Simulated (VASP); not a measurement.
Wanted: the native input for a VASP 6.6.1 run.

- Task: single point
- Functional: PBE
- Potentials or basis: VASP PAW PBE potentials, release 64 (Zn)
- Cutoff: 520 eV
- k mesh: 12 × 12 × 12
- Occupations: gaussian, width 0.02 eV
- Spin: no spin polarisation
- Dipole correction: no
- Further INCAR settings: ALGO = Fast; EDIFF = 1e-07; NBANDS = 12

The structure of Zn lies in POSCAR:

```
Zn
1.0
    0.0000000000      1.9647760000      1.9647760000
    1.9647760000      0.0000000000      1.9647760000
    1.9647760000      1.9647760000      0.0000000000
Zn
1
Direct
    0.0000000000      0.0000000000      0.0000000000
```

One way to write it, as run:

INCAR

```
PREC = Accurate
ENCUT = 520
EDIFF = 1E-7
ISMEAR = 0
SIGMA = 0.02
LREAL = False
LASPH = True
NELM = 80
ALGO = Fast
ISIF = 2
LWAVE = False
LCHARG = False
GGA = PE
NBANDS = 12
```

KPOINTS

```
regular mesh
0
Gamma
  12 12 12
```

Potentials or basis: VASP PAW PBE potentials, release 64 (Zn).

The run is started by

```bash
$ cat potpaw_PBE.64/Zn/POTCAR > POTCAR
$ mpirun -np 1 vasp_std > vasp.out
```

It gave:

The pressure is 0.2 GPa and the band gap on the k mesh is zero (band 6 reaches 5.33 eV, above the bottom of band 7 at 1.70 eV).

It took 16 s on 1 thread of Intel Xeon 8259CL, with other jobs on the host, peak memory 0.14 GiB.
